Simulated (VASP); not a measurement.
# Mo3W (Pm-3m) in VASP: notebook

The runs below take Mo3W through relaxation of cell and atoms, single point, with PBE.

Everything below comes from runs of VASP 6.6.1. Logs are shortened: lines on timing, memory, paths and dates and some standing lists are left out, and cuts for length are marked.

## 1. The cell of the first run

Symmetry: Pm-3m, No. 221, cubic system. Conventional cell: a = 4.234 Å, b = 4.234 Å, c = 4.234 Å, α = 90.00°, β = 90.00°, γ = 90.00°. Mo (site symmetry 4/mmm) has 8 Mo at 2.99 Å and 4 W at 2.99 Å within 3.9 Å. W (site symmetry m-3m) has 12 Mo at 2.99 Å within 3.9 Å.

The cell was built from a structure type or drawn by symmetry, and may not be a known phase.

## 2. Relaxation of cell and atoms, PBE

INCAR reads:

```
ALGO = Normal ; EDIFF = 1E-7
EDIFFG = -0.04 ; ENCUT = 500
GGA = PE ; GGA_COMPAT = F
IBRION = 2 ; ISIF = 3
ISMEAR = 0 ; LASPH = T
LCHARG = F ; LREAL = F
LWAVE = F ; NELM = 120
NELMIN = 4 ; NSW = 90
PREC = Accurate ; SIGMA = 0.1
```

KPOINTS reads:

```
k-points
0
Gamma
  4 4 4
```

POSCAR reads:

```
Mo3W
1.0
    4.2341878700      0.0000000000      0.0000000000
    0.0000000000      4.2341878700      0.0000000000
    0.0000000000      0.0000000000      4.2341878700
Mo W
3 1
Direct
    0.0000000000      0.5000000000      0.5000000000
    0.5000000000      0.0000000000      0.5000000000
    0.5000000000      0.5000000000      0.0000000000
    0.0000000000      0.0000000000      0.0000000000
```

Potentials or basis: VASP PAW PBE potentials, release 64 (Mo_sv, W_sv).

Launch:

```bash
> cat potpaw_PBE.64/Mo_sv/POTCAR potpaw_PBE.64/W_sv/POTCAR > POTCAR
> mpirun -np 1 vasp_std > vasp.out
```

OUTCAR:

```text
EDIFF = 1E-7
   EDIFFG = -0.04
   ENCUT = 500
   GGA = PE
   IBRION = 2
   ISIF = 3
   ISMEAR = 0
   LASPH = T
   LREAL = F
   NELM = 120
   NELMIN = 4
   NSW = 90
   PREC = Accurate

 ion  position               nearest neighbor table
   1  0.000  0.500  0.500-   2 2.99   3 2.99   4 2.99   3 2.99   4 2.99   2 2.99   4 2.99   4 2.99
                             2 2.99   3 2.99   3 2.99   2 2.99
   2  0.500  0.000  0.500-   1 2.99   3 2.99   4 2.99   3 2.99   4 2.99   1 2.99   3 2.99   3 2.99
                             1 2.99   4 2.99   4 2.99   1 2.99
   3  0.500  0.500  0.000-   1 2.99   2 2.99   4 2.99   1 2.99   2 2.99   2 2.99   4 2.99   2 2.99
                             1 2.99   4 2.99   1 2.99   4 2.99
   4  0.000  0.000  0.000-   1 2.99   2 2.99   3 2.99   1 2.99   2 2.99   1 2.99   3 2.99   1 2.99
                             2 2.99   3 2.99   2 2.99   3 2.99

  LATTYP: Found a simple cubic cell.
 ALAT       =     4.2341878700

  Lattice vectors:

 A1 = (   4.2341878700,   0.0000000000,   0.0000000000)
 A2 = (   0.0000000000,   4.2341878700,   0.0000000000)
 A3 = (   0.0000000000,   0.0000000000,   4.2341878700)

Analysis of symmetry for initial positions (statically):
=====================================================================
 Subroutine PRICEL returns:
 Original cell was already a primitive cell.

 Routine SETGRP: Setting up the symmetry group for a
 simple cubic supercell.

 Subroutine GETGRP returns: Found 48 space group operations
 (whereof 48 operations were pure point group operations)
 out of a pool of 48 trial point group operations.

The static configuration has the point symmetry O_h .

Analysis of symmetry for dynamics (positions and initial velocities):
=====================================================================
 Subroutine PRICEL returns:
 Original cell was already a primitive cell.

 Routine SETGRP: Setting up the symmetry group for a
 simple cubic supercell.

 Subroutine GETGRP returns: Found 48 space group operations
 (whereof 48 operations were pure point group operations)
 out of a pool of 48 trial point group operations.

The dynamic configuration has the point symmetry O_h .

 Subroutine INISYM returns: Found 48 space group operations
 (whereof 48 operations are pure point group operations),
 and found     1 'primitive' translations

----------------------------------------------------------------------------------------

                                     Primitive cell

  volume of cell :      75.9120

  direct lattice vectors                    reciprocal lattice vectors
     4.234187870  0.000000000  0.000000000     0.236172799  0.000000000  0.000000000
     0.000000000  4.234187870  0.000000000     0.000000000  0.236172799  0.000000000
     0.000000000  0.000000000  4.234187870     0.000000000  0.000000000  0.236172799

[... 61 lines left out ...]
   NGXF,Y,Z  is equivalent  to a cutoff of  25.13, 25.13, 25.13 a.u.
 SYSTEM =  unknown system
   PREC   = accura    normal or accurate (medium, high low for compatibility)
   ISTART =      0    job   : 0-new  1-cont  2-samecut
   ICHARG =      2    charge: 1-file 2-atom 10-const
   ISPIN  =      1    spin polarized calculation?
   LNONCOLLINEAR =      F non collinear calculations
   LSORBIT =      F    spin-orbit coupling
   LASPH  =      T    aspherical Exc in radial PAW
   ENCUT  =  500.0 eV  36.75 Ry    6.06 a.u.   7.72  7.72  7.72*2*pi/ulx,y,z
   NELM   =    120;   NELMIN=  4; NELMDL= -5     # of ELM steps
   EDIFF  = 0.1E-06   stopping-criterion for ELM
   LREAL  =      F    real-space projection
   EDIFFG = -.4E-01   stopping-criterion for IOM
   NSW    =     90    number of steps for IOM
   IBRION =      2    ionic relax: 0-MD 1-quasi-New 2-CG
   NFREE  =      1    steps in history (QN), initial steepest desc. (CG)
   ISIF   =      3    stress and relaxation
   ISYM   =      2    0-nonsym 1-usesym 2-fastsym
   POTIM  = 0.5000    time-step for ionic-motion
   TEBEG  =    0.0;   TEEND  =   0.0 temperature during run
   PSTRESS=    0.0 pullay stress
   NELECT =      56.0000    total number of electrons
   NUPDOWN=      -1.0000    fix difference up-down
   EMIN   =  10.00;   EMAX   =-10.00  energy-range for DOS
   EFERMI =   0.00;   METHOD = LEGACY
   ISMEAR =     0;   SIGMA  =   0.10  broadening in eV -4-tet -1-fermi 0-gaus
   EFERMI_NEDOS =   21; number of points for ismear=-14 and -15
   IALGO  =     38    algorithm
   IMIX   =      4    mixing-type and parameters
     AMIX     =   0.40;   BMIX     =  1.00
     AMIX_MAG =   1.60;   BMIX_MAG =  1.00
  volume/ion in A,a.u.               =      18.98       128.07
  Fermi-wavevector in a.u.,A,eV,Ry     =   1.479224  2.795329 29.770972  2.188105
  Thomas-Fermi vector in A             =   2.593408
   LORBIT       =      0    0 simple, 1 ext, 2 COOP (PROOUT), +10 PAW based schemes
   GGA     = PE    functional components
   LHFCALC =     F    Hartree Fock is set to
   AEXX    =    0.0000 exact exchange contribution
   IVDW    =     0    specifies the selected vdW correction
   LEPSILON=     F    determine dielectric tensor
   LRPA    =     F    only Hartree local field effects (RPA)
 conjugate gradient relaxation of ions
 non-spin polarized calculation
 Gauss-broadening in eV      SIGMA  =   0.10
  energy-cutoff  :      500.00
  volume of cell :       75.91
 maximum number of plane-waves:      1956
 NGX is ok and might be reduce to    32
   NGX = 15   NGY = 15   NGZ = 15

--------------------------------------- Ionic step        1  -------------------------------------------

 number of electron      56.0000013 magnetization

 Free energy of the ion-electron system (eV)
  ---------------------------------------------------
  ext. energy  EPLUGINS =         0.00000000
  ---------------------------------------------------
  free energy    TOTEN  =       -42.80291677 eV

  energy without entropy =      -42.75966167  energy(sigma->0) =      -42.78128922

 E-fermi :   9.1001     XC(G=0): -12.4034

 val. band max:        9.0567558399   @ k =   0.2500   0.0000   0.0000
 cond. band min:       9.1156359183   @ k =   0.2500   0.2500   0.0000
 fundamental gap:      0.0588800784
 Fermi energy:         9.1000563248

 k-point     1 :       0.0000    0.0000    0.0000
  band No.  band energies     occupation
      1     -64.8016      2.00000
      2     -51.6760      2.00000
      3     -51.5671      2.00000
      4     -51.5671      2.00000
      5     -28.9233      2.00000
      6     -28.9233      2.00000
[... 500 lines left out ...]
--------------------------------------- Ionic step        5  -------------------------------------------

 number of electron      56.0000008 magnetization

 Free energy of the ion-electron system (eV)
  ---------------------------------------------------
  ext. energy  EPLUGINS =         0.00000000
  ---------------------------------------------------
  free energy    TOTEN  =       -43.89605913 eV

  energy without entropy =      -43.86236741  energy(sigma->0) =      -43.87921327

 E-fermi :  11.2603     XC(G=0): -13.2461

 val. band max:       11.2565982302   @ k =   0.5000   0.5000   0.2500
 cond. band min:      11.3392477018   @ k =   0.2500   0.2500   0.0000
 fundamental gap:      0.0826494716
 Fermi energy:        11.2603314239

 k-point     1 :       0.0000    0.0000    0.0000
  band No.  band energies     occupation
      1     -62.2752      2.00000
      2     -49.3415      2.00000
      3     -49.1304      2.00000
      4     -49.1304      2.00000
      5     -26.5271      2.00000
      6     -26.5271      2.00000
[... 380 lines left out ...]
  FREE ENERGIE OF THE ION-ELECTRON SYSTEM (eV)
  ---------------------------------------------------
  free  energy   TOTEN  =       -43.8960591270 eV

  energy  without entropy=      -43.8623674059  energy(sigma->0) =      -43.87921327

 reached required accuracy - stopping structural energy minimisation
```

OSZICAR:

```text
N       E                     dE             d eps       ncg     rms          rms(c)
DAV:   1     0.669068771517E+03    0.66907E+03   -0.33003E+04   668   0.174E+03
DAV:   2    -0.150277926499E+02   -0.68410E+03   -0.67636E+03   707   0.553E+02
DAV:   3    -0.452447953963E+02   -0.30217E+02   -0.29206E+02   891   0.107E+02
[... 60 lines left out ...]
DAV:   5    -0.438960777051E+02   -0.10275E-03   -0.71815E-04   789   0.128E-01    0.531E-02
DAV:   6    -0.438960679707E+02    0.97344E-05   -0.41305E-04   767   0.946E-02    0.208E-02
DAV:   7    -0.438960594439E+02    0.85268E-05   -0.54584E-05   766   0.347E-02    0.105E-03
DAV:   8    -0.438960591558E+02    0.28813E-06   -0.76369E-07   589   0.434E-03    0.817E-04
DAV:   9    -0.438960591270E+02    0.28794E-07   -0.16664E-08   378   0.809E-04
   5 F= -.43896059E+02 E0= -.43879213E+02  d E =-.109314E+01
```

Wall time 60 s (1 thread of AMD EPYC 9R45 (Zen 5), shared host); peak memory 0.17 GiB.

What came out:

```
Free energy                           : -43.8961 eV
Relaxed volume                        : 16.25 Å³/atom
Relaxed cell                          : a = 4.021 Å, b = 4.021 Å, c = 4.021 Å, α = 90.00°, β = 90.00°, γ = 90.00°
Space group after relaxing (to 0.1 Å) : Pm-3m (No. 221)
Pressure after relaxing               : 0.0 GPa
Band gap on the k mesh                : zero (bands 28 and 29 overlap by 2.32 eV)
```

Final structure:
```cif
data_structure
_symmetry_space_group_name_H-M 'P 1'
_symmetry_Int_Tables_number 1
_cell_length_a 4.0206
_cell_length_b 4.0206
_cell_length_c 4.0206
_cell_angle_alpha 90.000
_cell_angle_beta 90.000
_cell_angle_gamma 90.000
_cell_volume 64.99
loop_
_atom_site_label
_atom_site_type_symbol
_atom_site_fract_x
_atom_site_fract_y
_atom_site_fract_z
_atom_site_occupancy
Mo1 Mo 0.00000 0.50000 0.50000 1
Mo2 Mo 0.50000 0.00000 0.50000 1
Mo3 Mo 0.50000 0.50000 0.00000 1
W1 W 0.00000 0.00000 0.00000 1
```

Caveat: the k points lie up to 0.39 Å⁻¹ apart in the final cell, too coarse for converged energies and pressures of a metal; spin-orbit coupling is left out, which moves the levels of the heavy elements.

(Continued in part 2 of 2.)
